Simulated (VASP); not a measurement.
# SbSe2 (P-4m2) in VASP: notebook

The runs below take SbSe2 through single point, relaxation of cell and atoms, with PBE.

All numbers are computed with VASP 6.6.1; they aren't measurements. Logs are shortened: lines on timing, memory, paths and dates and some standing lists are left out, and cuts for length are marked.

### 1 The cell of the first run

It takes space group P-4m2 (No. 115, tetragonal). The conventional cell has a = 3.941 Å, b = 3.941 Å, c = 5.844 Å, α = 90.00°, β = 90.00°, γ = 90.00°. Within 3.4 Å of Sb (site symmetry -4m2) lie 4 Se at 2.55 Å. Within 3.4 Å of Se (site symmetry 2mm) lie 2 Sb at 2.55 Å.

### 2 Single point, PBE

File INCAR:

```
SYSTEM = SbSe2
PREC = Accurate
ENCUT = 520
EDIFF = 1E-6
ISMEAR = 0
SIGMA = 0.1
LREAL = .False.
LASPH = .True.
NELM = 100
ALGO = Normal
ISIF = 2
LWAVE = .False.
LCHARG = .True.
GGA = PE
LELF = .True.
LVHAR = .True.
NBANDS = 16
```

File KPOINTS:

```
regular mesh
0
Gamma
  4 4 4
  0 0 0
```

File POSCAR:

```
SbSe2
1.0
    3.9411870300      0.0000000000      0.0000000000
    0.0000000000      3.9411870300      0.0000000000
    0.0000000000      0.0000000000      5.8439035700
Sb Se
1 2
Direct
    0.0000000000      0.0000000000      0.5000000000
    0.5000000000      0.0000000000      0.7777620000
    0.0000000000      0.5000000000      0.2222380000
```

Potentials or basis: VASP PAW PBE potentials, release 64 (Sb, Se).

Launch:

```console
cat potpaw_PBE.64/Sb/POTCAR potpaw_PBE.64/Se/POTCAR > POTCAR
mpirun -np 1 vasp_std > vasp.out
```

OUTCAR:

```text
SYSTEM = SbSe2
   PREC = Accurate
   ENCUT = 520
   EDIFF = 1E-6
   ISMEAR = 0
   LREAL = .False.
   LASPH = .True.
   NELM = 100
   ISIF = 2
   GGA = PE

 ion  position               nearest neighbor table
   1  0.000  0.000  0.500-   2 2.55   3 2.55   3 2.55   2 2.55
   2  0.500  0.000  0.778-   1 2.55   1 2.55
   3  0.000  0.500  0.222-   1 2.55   1 2.55

  LATTYP: Found a simple tetragonal cell.
 ALAT       =     3.9411870300
 C/A-ratio  =     1.4827775301

  Lattice vectors:

 A1 = (   3.9411870300,   0.0000000000,   0.0000000000)
 A2 = (   0.0000000000,   3.9411870300,   0.0000000000)
 A3 = (   0.0000000000,   0.0000000000,   5.8439035700)

Analysis of symmetry for initial positions (statically):
=====================================================================
 Subroutine PRICEL returns:
 Original cell was already a primitive cell.

 Routine SETGRP: Setting up the symmetry group for a
 simple tetragonal supercell.

 Subroutine GETGRP returns: Found  8 space group operations
 (whereof  8 operations were pure point group operations)
 out of a pool of 16 trial point group operations.

The static configuration has the point symmetry D_2d.

Analysis of symmetry for dynamics (positions and initial velocities):
=====================================================================
 Subroutine PRICEL returns:
 Original cell was already a primitive cell.

 Routine SETGRP: Setting up the symmetry group for a
 simple tetragonal supercell.

 Subroutine GETGRP returns: Found  8 space group operations
 (whereof  8 operations were pure point group operations)
 out of a pool of 16 trial point group operations.

The dynamic configuration has the point symmetry D_2d.

 Subroutine INISYM returns: Found  8 space group operations
 (whereof  8 operations are pure point group operations),
 and found     1 'primitive' translations

----------------------------------------------------------------------------------------

                                     Primitive cell

  volume of cell :      90.7731

  direct lattice vectors                    reciprocal lattice vectors
     3.941187030  0.000000000  0.000000000     0.253730663  0.000000000  0.000000000
     0.000000000  3.941187030  0.000000000     0.000000000  0.253730663  0.000000000
     0.000000000  0.000000000  5.843903570     0.000000000  0.000000000  0.171118498

  length of vectors
     3.941187030  3.941187030  5.843903570     0.253730663  0.253730663  0.171118498

  position of ions in fractional coordinates (direct lattice)
     0.000000000  0.000000000  0.500000000
[... 76 lines left out ...]
   NSW    =      0    number of steps for IOM
   IBRION =     -1    ionic relax: 0-MD 1-quasi-New 2-CG
   NFREE  =      0    steps in history (QN), initial steepest desc. (CG)
   ISIF   =      2    stress and relaxation
   ISYM   =      2    0-nonsym 1-usesym 2-fastsym
   POTIM  = 0.5000    time-step for ionic-motion
   TEBEG  =    0.0;   TEEND  =   0.0 temperature during run
   PSTRESS=    0.0 pullay stress
   NELECT =      17.0000    total number of electrons
   NUPDOWN=      -1.0000    fix difference up-down
   EMIN   =  10.00;   EMAX   =-10.00  energy-range for DOS
   EFERMI =   0.00;   METHOD = LEGACY
   ISMEAR =     0;   SIGMA  =   0.10  broadening in eV -4-tet -1-fermi 0-gaus
   EFERMI_NEDOS =   21; number of points for ismear=-14 and -15
   IALGO  =     38    algorithm
   IMIX   =      4    mixing-type and parameters
     AMIX     =   0.40;   BMIX     =  1.00
     AMIX_MAG =   1.60;   BMIX_MAG =  1.00
  volume/ion in A,a.u.               =      30.26       204.19
  Fermi-wavevector in a.u.,A,eV,Ry     =   0.936639  1.769990 11.936283  0.877292
  Thomas-Fermi vector in A             =   2.063669
   LORBIT       =      0    0 simple, 1 ext, 2 COOP (PROOUT), +10 PAW based schemes
   GGA     = PE    functional components
   LHFCALC =     F    Hartree Fock is set to
   AEXX    =    0.0000 exact exchange contribution
   IVDW    =     0    specifies the selected vdW correction
   LEPSILON=     F    determine dielectric tensor
   LRPA    =     F    only Hartree local field effects (RPA)
 non-spin polarized calculation
 Gauss-broadening in eV      SIGMA  =   0.10
  energy-cutoff  :      520.00
  volume of cell :       90.77
 maximum number of plane-waves:      2482
 NGX is ok and might be reduce to    30
   NGX = 15   NGY = 15   NGZ = 21

 number of electron      16.9999999 magnetization

 Free energy of the ion-electron system (eV)
  ---------------------------------------------------
  ext. energy  EPLUGINS =         0.00000000
  ---------------------------------------------------
  free energy    TOTEN  =       -10.84543181 eV

  energy without entropy =      -10.83604744  energy(sigma->0) =      -10.84073962

 E-fermi :   3.9271     XC(G=0):  -8.6776

 val. band max:        3.8440179045   @ k =   0.0000   0.0000   0.5000
 cond. band min:       3.9613396474   @ k =   0.5000   0.2500   0.2500
 fundamental gap:      0.1173217429
 Fermi energy:         3.9270660583

 k-point     1 :       0.0000    0.0000    0.0000
  band No.  band energies     occupation
      1     -11.0794      2.00000
      2      -9.2987      2.00000
      3      -4.4295      2.00000
      4      -0.1307      2.00000
      5      -0.1307      2.00000
      6       1.7259      2.00000
[... 319 lines left out ...]
      3      -6.6040      2.00000
      4      -2.0572      2.00000
      5      -0.4410      2.00000
      6      -0.4410      2.00000
[... 8 lines left out ...]
     15      10.1474      0.00000
     16      12.1892      0.00000

------------------------ aborting loop because EDIFF is reached ----------------------------------------

  FORCE on cell =-STRESS in cart. coord.  units (eV):
  Direction    XX          YY          ZZ          XY          YZ          ZX
  --------------------------------------------------------------------------------------
  -------------------------------------------------------------------------------------
  Total        3.8703717      3.8703717      2.5277669      0.0000000      0.0000000      0.0000000
  in kB       68.3134360     68.3134360     44.6159839      0.0000000      0.0000000      0.0000000
  external PRESSURE =      60.4142853 kB  Pullay stress =       0.0000000 kB

 VOLUME and BASIS-vectors are now :
 -----------------------------------------------------------------------------
  energy-cutoff  :      520.00
  volume of cell :       90.77
      direct lattice vectors                 reciprocal lattice vectors
     3.941187030  0.000000000  0.000000000     0.253730663  0.000000000  0.000000000
     0.000000000  3.941187030  0.000000000     0.000000000  0.253730663  0.000000000
     0.000000000  0.000000000  5.843903570     0.000000000  0.000000000  0.171118498

 POSITION                                       TOTAL-FORCE (eV/Angst)
 -----------------------------------------------------------------------------------
      0.00000      0.00000      2.92195        -0.000000      0.000000      0.000000
      1.97059      0.00000      4.54517         0.000000      0.000000      0.679563
      0.00000      1.97059      1.29874         0.000000     -0.000000     -0.679563
 -----------------------------------------------------------------------------------
    total drift:                               -0.000000      0.000000     -0.000000

  FREE ENERGIE OF THE ION-ELECTRON SYSTEM (eV)
  ---------------------------------------------------
  free  energy   TOTEN  =       -10.8454318122 eV

  energy  without entropy=      -10.8360474366  energy(sigma->0) =      -10.84073962
```

Wall time 14 s (1 thread of AMD EPYC 9R45 (Zen 5), shared host); peak memory 0.18 GiB.

What came out:

```yaml
Free_energy: -10.8454 eV
Pressure: 6.0 GPa
Largest_force: 0.680 eV/Å
```

Forces on the atoms (eV/Å):
```
Sb   0.000  0.000  0.000
Se   0.000  0.000  0.680
Se   0.000  0.000 -0.680
```

Levels at points of the mesh, in eV from the Fermi level:
```csv
k point,band 6,band 7,band 8,band 9,band 10,band 11,band 12,band 13
"(0.00, 0.00, 0.00)",-2.20,-1.30,-1.11,-1.11,0.20,2.87,2.87,3.80
"(0.50, 0.00, 0.00)",-3.60,-3.23,-1.01,0.08,2.59,2.61,3.40,6.09
"(0.50, 0.50, 0.00)",-4.06,-3.49,-1.78,-0.91,0.87,0.87,4.40,6.36
"(0.00, 0.00, 0.50)",-3.56,-1.61,-1.61,-0.08,0.32,3.57,3.57,4.95
"(0.50, 0.00, 0.50)",-3.56,-1.76,-1.12,-0.99,2.21,2.36,2.73,6.10
"(0.50, 0.50, 0.50)",-4.37,-2.84,-2.74,0.79,2.31,2.31,4.15,6.16
```

Caveat: the k points lie up to 0.40 Å⁻¹ apart; spin-orbit coupling is left out, which moves the levels of the heavy elements.

(Part 1 of 3 ends here.)
